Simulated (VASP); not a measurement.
# Al3GaAs4 (P-43m) in VASP: further runs

Runs on Al3GaAs4. Level: PBE. Tasks: single point, relaxation of cell and atoms.

Everything below comes from runs of VASP 6.6.1. Logs are shortened: lines on timing, memory, paths and dates and some standing lists are left out, and cuts for length are marked.

### Step 1. The cell of the first run

It takes space group P-43m (No. 215, cubic). The conventional cell has a = 5.726 Å, b = 5.726 Å, c = 5.726 Å, α = 90.00°, β = 90.00°, γ = 90.00°. Al (site symmetry -42m) has 4 As at 2.48 Å within 3.3 Å. Within 3.3 Å of Ga (site symmetry -43m) lie 4 As at 2.49 Å. As (site symmetry 3m) has 3 Al at 2.48 Å and 1 Ga at 2.49 Å within 3.3 Å.

The cell was built from a structure type or drawn by symmetry, and may not be a known phase.

### Step 2. Single point, PBE

File INCAR:

```
SYSTEM = Al3GaAs4
ALGO = Normal
EDIFF = 1E-6
ENCUT = 520
GGA = PE
ISIF = 2
ISMEAR = 0
LASPH = .True.
LCHARG = .True.
LELF = .True.
LREAL = .False.
LVHAR = .True.
LWAVE = .False.
NBANDS = 31
NELM = 80
PREC = Accurate
SIGMA = 0.1
```

File KPOINTS:

```
k-points
0
Gamma
  4 4 4
  0 0 0
```

File POSCAR:

```
Al3GaAs4
1.0
    5.7263239577      0.0000000000      0.0000000000
    0.0000000000      5.7263239577      0.0000000000
    0.0000000000      0.0000000000      5.7263239577
Al Ga As
3 1 4
Direct
    0.0000000000      0.5000000000      0.5000000000
    0.5000000000      0.5000000000      0.0000000000
    0.5000000000      0.0000000000      0.5000000000
    0.0000000000      0.0000000000      0.0000000000
    0.7490098747      0.7490098747      0.2509901253
    0.7490098747      0.2509901253      0.7490098747
    0.2509901253      0.7490098747      0.7490098747
    0.2509901253      0.2509901253      0.2509901253
```

Potentials or basis: VASP PAW PBE potentials, release 64 (Al, Ga_d, As).

Run with:

```console
$ cat potpaw_PBE.64/Al/POTCAR potpaw_PBE.64/Ga_d/POTCAR potpaw_PBE.64/As/POTCAR > POTCAR
$ mpirun -np 1 vasp_std > vasp.out
```

OUTCAR:

```text
SYSTEM = Al3GaAs4
   EDIFF = 1E-6
   ENCUT = 520
   GGA = PE
   ISIF = 2
   ISMEAR = 0
   LASPH = .True.
   LREAL = .False.
   NELM = 80
   PREC = Accurate

 ion  position               nearest neighbor table
   1  0.000  0.500  0.500-   5 2.48   6 2.48   7 2.48   8 2.48
   2  0.500  0.500  0.000-   5 2.48   6 2.48   7 2.48   8 2.48
   3  0.500  0.000  0.500-   5 2.48   6 2.48   7 2.48   8 2.48
   4  0.000  0.000  0.000-   5 2.49   6 2.49   7 2.49   8 2.49
   5  0.749  0.749  0.251-   1 2.48   2 2.48   3 2.48   4 2.49
   6  0.749  0.251  0.749-   1 2.48   2 2.48   3 2.48   4 2.49
   7  0.251  0.749  0.749-   1 2.48   2 2.48   3 2.48   4 2.49
   8  0.251  0.251  0.251-   1 2.48   2 2.48   3 2.48   4 2.49

  LATTYP: Found a simple cubic cell.
 ALAT       =     5.7263239577

  Lattice vectors:

 A1 = (   5.7263239577,   0.0000000000,   0.0000000000)
 A2 = (   0.0000000000,   5.7263239577,   0.0000000000)
 A3 = (   0.0000000000,   0.0000000000,   5.7263239577)

Analysis of symmetry for initial positions (statically):
=====================================================================
 Subroutine PRICEL returns:
 Original cell was already a primitive cell.

 Routine SETGRP: Setting up the symmetry group for a
 simple cubic supercell.

 Subroutine GETGRP returns: Found 24 space group operations
 (whereof 24 operations were pure point group operations)
 out of a pool of 48 trial point group operations.

The static configuration has the point symmetry T_d .

Analysis of symmetry for dynamics (positions and initial velocities):
=====================================================================
 Subroutine PRICEL returns:
 Original cell was already a primitive cell.

 Routine SETGRP: Setting up the symmetry group for a
 simple cubic supercell.

 Subroutine GETGRP returns: Found 24 space group operations
 (whereof 24 operations were pure point group operations)
 out of a pool of 48 trial point group operations.

The dynamic configuration has the point symmetry T_d .

 Subroutine INISYM returns: Found 24 space group operations
 (whereof 24 operations are pure point group operations),
 and found     1 'primitive' translations

----------------------------------------------------------------------------------------

                                     Primitive cell

  volume of cell :     187.7707

  direct lattice vectors                    reciprocal lattice vectors
     5.726323958  0.000000000  0.000000000     0.174632104  0.000000000  0.000000000
     0.000000000  5.726323958  0.000000000     0.000000000  0.174632104  0.000000000
     0.000000000  0.000000000  5.726323958     0.000000000  0.000000000  0.174632104

  length of vectors
     5.726323958  5.726323958  5.726323958     0.174632104  0.174632104  0.174632104

  position of ions in fractional coordinates (direct lattice)
     0.000000000  0.500000000  0.500000000
     0.500000000  0.500000000  0.000000000
     0.500000000  0.000000000  0.500000000
     0.000000000  0.000000000  0.000000000
     0.749009875  0.749009875  0.250990125
     0.749009875  0.250990125  0.749009875
     0.250990125  0.749009875  0.749009875
     0.250990125  0.250990125  0.250990125

  ion indices of the primitive-cell ions
   primitive index   ion index
                 1           1
                 2           2
                 3           3
                 4           4
                 5           5
                 6           6
                 7           7
                 8           8

----------------------------------------------------------------------------------------

 KPOINTS: k-points

Automatic generation of k-mesh.
 Grid dimensions read from file:
 generate k-points for:    4    4    4

 Generating k-lattice:

  Cartesian coordinates                     Fractional coordinates (reciprocal lattice)
     0.043658026  0.000000000  0.000000000     0.250000000  0.000000000  0.000000000
     0.000000000  0.043658026  0.000000000     0.000000000  0.250000000  0.000000000
     0.000000000  0.000000000  0.043658026     0.000000000  0.000000000  0.250000000

  Length of vectors
     0.043658026  0.043658026  0.043658026

  Shift w.r.t. Gamma in fractional coordinates (k-lattice)
     0.000000000  0.000000000  0.000000000

 Subroutine IBZKPT returns following result:
 ===========================================

 Found     10 irreducible k-points:

 Following reciprocal coordinates:
            Coordinates               Weight
  0.000000  0.000000  0.000000      1.000000
  0.250000  0.000000  0.000000      6.000000
  0.500000  0.000000  0.000000      3.000000
  0.250000  0.250000  0.000000     12.000000
  0.500000  0.250000  0.000000     12.000000
  0.500000  0.500000  0.000000      3.000000
  0.250000  0.250000  0.250000      8.000000
  0.500000  0.250000  0.250000     12.000000
  0.500000  0.500000  0.250000      6.000000
  0.500000  0.500000  0.500000      1.000000
   k-points           NKPTS =     10   k-points in BZ     NKDIM =     10   number of bands    NBANDS=     31
   number of dos      NEDOS =    301   number of ions     NIONS =      8
   total plane-waves  NPLWV = 110592
   dimension x,y,z NGX =    48 NGY =   48 NGZ =   48
   dimension x,y,z NGXF=    96 NGYF=   96 NGZF=   96
   ions per type =               3   1   4
   NGX,Y,Z   is equivalent  to a cutoff of  13.94, 13.94, 13.94 a.u.
   NGXF,Y,Z  is equivalent  to a cutoff of  27.87, 27.87, 27.87 a.u.
 SYSTEM =  Al3GaAs4
   PREC   = accura    normal or accurate (medium, high low for compatibility)
   ISTART =      0    job   : 0-new  1-cont  2-samecut
   ICHARG =      2    charge: 1-file 2-atom 10-const
   ISPIN  =      1    spin polarized calculation?
   LNONCOLLINEAR =      F non collinear calculations
   LSORBIT =      F    spin-orbit coupling
   LASPH  =      T    aspherical Exc in radial PAW
   ENCUT  =  520.0 eV  38.22 Ry    6.18 a.u.  10.65 10.65 10.65*2*pi/ulx,y,z
   NELM   =     80;   NELMIN=  2; NELMDL= -5     # of ELM steps
   EDIFF  = 0.1E-05   stopping-criterion for ELM
   LREAL  =      F    real-space projection
   EDIFFG = 0.1E-04   stopping-criterion for IOM
   NSW    =      0    number of steps for IOM
   IBRION =     -1    ionic relax: 0-MD 1-quasi-New 2-CG
   NFREE  =      0    steps in history (QN), initial steepest desc. (CG)
   ISIF   =      2    stress and relaxation
   ISYM   =      2    0-nonsym 1-usesym 2-fastsym
   POTIM  = 0.5000    time-step for ionic-motion
   TEBEG  =    0.0;   TEEND  =   0.0 temperature during run
   PSTRESS=    0.0 pullay stress
   NELECT =      42.0000    total number of electrons
   NUPDOWN=      -1.0000    fix difference up-down
   EMIN   =  10.00;   EMAX   =-10.00  energy-range for DOS
   EFERMI =   0.00;   METHOD = LEGACY
   ISMEAR =     0;   SIGMA  =   0.10  broadening in eV -4-tet -1-fermi 0-gaus
   EFERMI_NEDOS =   21; number of points for ismear=-14 and -15
   IALGO  =     38    algorithm
   IMIX   =      4    mixing-type and parameters
     AMIX     =   0.40;   BMIX     =  1.00
     AMIX_MAG =   1.60;   BMIX_MAG =  1.00
  volume/ion in A,a.u.               =      23.47       158.39
  Fermi-wavevector in a.u.,A,eV,Ry     =   0.993761  1.877936 13.436586  0.987561
  Thomas-Fermi vector in A             =   2.125665
   LORBIT       =      0    0 simple, 1 ext, 2 COOP (PROOUT), +10 PAW based schemes
   GGA     = PE    functional components
   LHFCALC =     F    Hartree Fock is set to
   AEXX    =    0.0000 exact exchange contribution
   IVDW    =     0    specifies the selected vdW correction
   LEPSILON=     F    determine dielectric tensor
   LRPA    =     F    only Hartree local field effects (RPA)
 non-spin polarized calculation
 Gauss-broadening in eV      SIGMA  =   0.10
  energy-cutoff  :      520.00
  volume of cell :      187.77
 maximum number of plane-waves:      5078
 NGX is ok and might be reduce to    48
   NGX = 21   NGY = 21   NGZ = 21

 number of electron      42.0000016 magnetization

 Free energy of the ion-electron system (eV)
  ---------------------------------------------------
  ext. energy  EPLUGINS =         0.00000000
  ---------------------------------------------------
  free energy    TOTEN  =       -36.41132949 eV

  energy without entropy =      -36.41132949  energy(sigma->0) =      -36.41132949

 E-fermi :   4.0471     XC(G=0):  -9.0351

 val. band max:        3.5798511501   @ k =   0.0000   0.0000   0.0000
 cond. band min:       4.6164895743   @ k =   0.5000   0.5000   0.5000
 fundamental gap:      1.0366384242
 Fermi energy:         4.0470949752

 k-point     1 :       0.0000    0.0000    0.0000
  band No.  band energies     occupation
      1     -10.8791      2.00000
      2     -10.8791      2.00000
      3     -10.8791      2.00000
      4     -10.8124      2.00000
      5     -10.8124      2.00000
      6      -8.2786      2.00000
[... 23 lines left out ...]
     30       7.6919      0.00000
     31       7.6919      0.00000

 k-point     2 :       0.2500    0.0000    0.0000
  band No.  band energies     occupation
      1     -10.8800      2.00000
      2     -10.8796      2.00000
      3     -10.8796      2.00000
      4     -10.8123      2.00000
      5     -10.8120      2.00000
      6      -8.0759      2.00000
[... 23 lines left out ...]
     30       8.5011      0.00000
     31       8.5011      0.00000

 k-point     3 :       0.5000    0.0000    0.0000
  band No.  band energies     occupation
      1     -10.8809      2.00000
      2     -10.8800      2.00000
      3     -10.8800      2.00000
      4     -10.8123      2.00000
      5     -10.8116      2.00000
      6      -7.5651      2.00000
[... 23 lines left out ...]
     30       9.1000      0.00000
     31       9.1000      0.00000

 k-point     4 :       0.2500    0.2500    0.0000
  band No.  band energies     occupation
      1     -10.8809      2.00000
      2     -10.8800      2.00000
      3     -10.8800      2.00000
      4     -10.8121      2.00000
      5     -10.8117      2.00000
      6      -7.8840      2.00000
[... 23 lines left out ...]
     30       8.4397      0.00000
     31       9.1143      0.00000

 k-point     5 :       0.5000    0.2500    0.0000
  band No.  band energies     occupation
      1     -10.8817      2.00000
      2     -10.8805      2.00000
      3     -10.8805      2.00000
      4     -10.8120      2.00000
      5     -10.8114      2.00000
      6      -7.4081      2.00000
[... 23 lines left out ...]
     30       8.8231      0.00000
     31       8.9630      0.00000

 k-point     6 :       0.5000    0.5000    0.0000
  band No.  band energies     occupation
      1     -10.8825      2.00000
      2     -10.8810      2.00000
      3     -10.8810      2.00000
      4     -10.8119      2.00000
      5     -10.8110      2.00000
      6      -7.0672      2.00000
[... 23 lines left out ...]
     30       9.3208      0.00000
     31       9.3649      0.00000

 k-point     7 :       0.2500    0.2500    0.2500
  band No.  band energies     occupation
      1     -10.8814      2.00000
      2     -10.8806      2.00000
      3     -10.8806      2.00000
      4     -10.8117      2.00000
      5     -10.8117      2.00000
      6      -7.7063      2.00000
[... 23 lines left out ...]
     30       8.6464      0.00000
     31       9.5402      0.00000

 k-point     8 :       0.5000    0.2500    0.2500
  band No.  band energies     occupation
      1     -10.8820      2.00000
      2     -10.8813      2.00000
      3     -10.8811      2.00000
      4     -10.8116      2.00000
      5     -10.8113      2.00000
      6      -7.2795      2.00000
[... 23 lines left out ...]
     30       9.0763      0.00000
     31       9.2483      0.00000

 k-point     9 :       0.5000    0.5000    0.2500
  band No.  band energies     occupation
      1     -10.8825      2.00000
      2     -10.8818      2.00000
      3     -10.8818      2.00000
      4     -10.8114      2.00000
      5     -10.8110      2.00000
      6      -7.0323      2.00000
[... 23 lines left out ...]
     30       8.5721      0.00000
     31       8.6205      0.00000

 k-point    10 :       0.5000    0.5000    0.5000
  band No.  band energies     occupation
      1     -10.8826      2.00000
      2     -10.8826      2.00000
      3     -10.8826      2.00000
      4     -10.8110      2.00000
      5     -10.8110      2.00000
      6      -6.9962      2.00000
[... 23 lines left out ...]
     30       8.1734      0.00000
     31       8.1734      0.00000

------------------------ aborting loop because EDIFF is reached ----------------------------------------

  FORCE on cell =-STRESS in cart. coord.  units (eV):
  Direction    XX          YY          ZZ          XY          YZ          ZX
  --------------------------------------------------------------------------------------
  -------------------------------------------------------------------------------------
  Total        0.4500383      0.4500383      0.4500383      0.0000000      0.0000000      0.0000000
  in kB        3.8400097      3.8400097      3.8400097      0.0000000      0.0000000      0.0000000
  external PRESSURE =       3.8400097 kB  Pullay stress =       0.0000000 kB

 VOLUME and BASIS-vectors are now :
 -----------------------------------------------------------------------------
  energy-cutoff  :      520.00
  volume of cell :      187.77
      direct lattice vectors                 reciprocal lattice vectors
     5.726323958  0.000000000  0.000000000     0.174632104  0.000000000  0.000000000
     0.000000000  5.726323958  0.000000000     0.000000000  0.174632104  0.000000000
     0.000000000  0.000000000  5.726323958     0.000000000  0.000000000  0.174632104

 POSITION                                       TOTAL-FORCE (eV/Angst)
 -----------------------------------------------------------------------------------
      0.00000      2.86316      2.86316         0.000000      0.000000     -0.000000
      2.86316      2.86316      0.00000        -0.000000      0.000000     -0.000000
      2.86316      0.00000      2.86316         0.000000      0.000000     -0.000000
      0.00000      0.00000      0.00000         0.000000      0.000000     -0.000000
      4.28907      4.28907      1.43725         0.005599      0.005599     -0.005599
      4.28907      1.43725      4.28907         0.005599     -0.005599      0.005599
      1.43725      4.28907      4.28907        -0.005599      0.005599      0.005599
      1.43725      1.43725      1.43725        -0.005599     -0.005599     -0.005599
 -----------------------------------------------------------------------------------
    total drift:                                0.000000      0.000000     -0.000000

  FREE ENERGIE OF THE ION-ELECTRON SYSTEM (eV)
  ---------------------------------------------------
  free  energy   TOTEN  =       -36.4113294919 eV

  energy  without entropy=      -36.4113294919  energy(sigma->0) =      -36.41132949
```

Run time: 44 s. Hardware: 1 thread of Intel Xeon Platinum 8559C (Emerald Rapids), shared host; peak memory 0.36 GiB.

What came out:

| Item | Value |
| --- | --- |
| Free energy | -36.4113 eV |
| Pressure | 0.4 GPa |
| Largest force | 0.010 eV/Å |
| Band gap on the k mesh | 1.04 eV (least direct gap 1.18 eV) |

Forces in eV/Å, atoms in the order of the input:
```
Al   0.000  0.000  0.000
Al   0.000  0.000  0.000
Al   0.000  0.000  0.000
Ga   0.000  0.000  0.000
As   0.006  0.006 -0.006
As   0.006 -0.006  0.006
As  -0.006  0.006  0.006
As  -0.006 -0.006 -0.006
```

Levels at points of the mesh, in eV from the valence-band top:
| k point | band 18 | band 19 | band 20 | band 21 | band 22 | band 23 | band 24 | band 25 |
| --- | --- | --- | --- | --- | --- | --- | --- | --- |
| (0.00, 0.00, 0.00) | -2.19 | 0.00 | 0.00 | 0.00 | 1.18 | 1.53 | 1.53 | 1.53 |
| (0.50, 0.00, 0.00) | -1.40 | -1.40 | -1.31 | -1.31 | 2.30 | 2.54 | 3.45 | 3.60 |
| (0.50, 0.50, 0.00) | -1.00 | -0.90 | -0.90 | -0.90 | 2.81 | 3.24 | 3.24 | 3.38 |
| (0.50, 0.50, 0.50) | -0.88 | -0.80 | -0.80 | -0.80 | 1.04 | 1.99 | 1.99 | 1.99 |

A k mesh can miss the band edges.

### Step 3. Relaxation of cell and atoms, PBE

This run uses another cell than the first one, of 21.47 Å³/atom.

File INCAR:

```
PREC     = Accurate       # precision mode
ENCUT    = 600            # plane-wave cutoff, eV
EDIFF    = 1E-7           # SCF threshold, eV
ISMEAR   = 0              # smearing method
SIGMA    = 0.1            # smearing width, eV
LREAL    = F              # projectors in reciprocal space
LASPH    = T              # aspherical terms in the spheres
NELM     = 100            # most SCF steps
ALGO     = Normal         # electronic algorithm
ISIF     = 3              # what is computed and relaxed
LWAVE    = F              # write WAVECAR
LCHARG   = F              # write CHGCAR
GGA      = PE             # functional
IBRION   = 2              # ionic algorithm
NSW      = 90             # ionic steps
EDIFFG   = -0.04          # ionic threshold
```

File KPOINTS:

```
regular mesh
0
Gamma
  4 4 4
```

File POSCAR:

```
Al3GaAs4
1.0
    5.5585517300      0.0000000000      0.0000000000
    0.0000000000      5.5585517300      0.0000000000
    0.0000000000      0.0000000000      5.5585517300
Al Ga As
3 1 4
Direct
    0.0000000000      0.5000000000      0.5000000000
    0.5000000000      0.5000000000      0.0000000000
    0.5000000000      0.0000000000      0.5000000000
    0.0000000000      0.0000000000      0.0000000000
    0.7384977300      0.7384977300      0.2615022700
    0.7384977300      0.2615022700      0.7384977300
    0.2615022700      0.7384977300      0.7384977300
    0.2615022700      0.2615022700      0.2615022700
```

Potentials or basis: VASP PAW PBE potentials, release 64 (Al, Ga_d, As).

Run with:

```console
$ cat potpaw_PBE.64/Al/POTCAR potpaw_PBE.64/Ga_d/POTCAR potpaw_PBE.64/As/POTCAR > POTCAR
$ mpirun -np 1 vasp_std > vasp.out
```

Wall time 2.9 min (1 thread of Intel Xeon Platinum 8559C (Emerald Rapids), shared host); peak memory 0.36 GiB.

It converged, with:

- Free energy: -36.4118 eV
- Relaxed volume: 23.57 Å³/atom
- Relaxed cell: a = 5.735 Å, b = 5.735 Å, c = 5.735 Å, α = 90.00°, β = 90.00°, γ = 90.00°
- Space group after relaxing (to 0.1 Å): P-43m (No. 215)
- Energy gained by relaxing: 81.7 meV/atom
- Ionic steps: 5
- Pressure after relaxing: 0.1 GPa
- Band gap on the k mesh: 1.02 eV (least direct gap 1.16 eV)

Step by step:
```tsv
step	energy change (eV)	largest force (eV/Å)	pressure (GPa)	volume (Å³)
1	0.0000	1.2795	8.17	171.75
2	-0.4924	0.3747	-3.33	200.40
3	-0.5728	0.5952	-0.81	191.76
4	-0.6338	0.3083	-0.39	190.14
5	-0.6536	0.0005	0.09	188.59
```

Final structure:
```cif
data_structure
_symmetry_space_group_name_H-M 'P 1'
_symmetry_Int_Tables_number 1
_cell_length_a 5.7347
_cell_length_b 5.7347
_cell_length_c 5.7347
_cell_angle_alpha 90.000
_cell_angle_beta 90.000
_cell_angle_gamma 90.000
_cell_volume 188.59
loop_
_atom_site_label
_atom_site_type_symbol
_atom_site_fract_x
_atom_site_fract_y
_atom_site_fract_z
_atom_site_occupancy
Al1 Al 0.00000 0.50000 0.50000 1
Al2 Al 0.50000 0.50000 0.00000 1
Al3 Al 0.50000 0.00000 0.50000 1
Ga1 Ga 0.00000 0.00000 0.00000 1
As1 As 0.74909 0.74909 0.25091 1
As2 As 0.74909 0.25091 0.74909 1
As3 As 0.25091 0.74909 0.74909 1
As4 As 0.25091 0.25091 0.25091 1
```

Levels at points of the mesh, in eV from the valence-band top:
```
           k point  band 18  band 19  band 20  band 21  band 22  band 23  band 24  band 25
(0.00, 0.00, 0.00)    -2.18     0.00     0.00     0.00     1.16     1.54     1.54     1.54
(0.50, 0.00, 0.00)    -1.39    -1.39    -1.30    -1.30     2.30     2.54     3.44     3.59
(0.50, 0.50, 0.00)    -1.00    -0.90    -0.90    -0.90     2.80     3.23     3.23     3.37
(0.50, 0.50, 0.50)    -0.87    -0.79    -0.79    -0.79     1.02     1.98     1.98     1.98
```

A k mesh can miss the band edges.
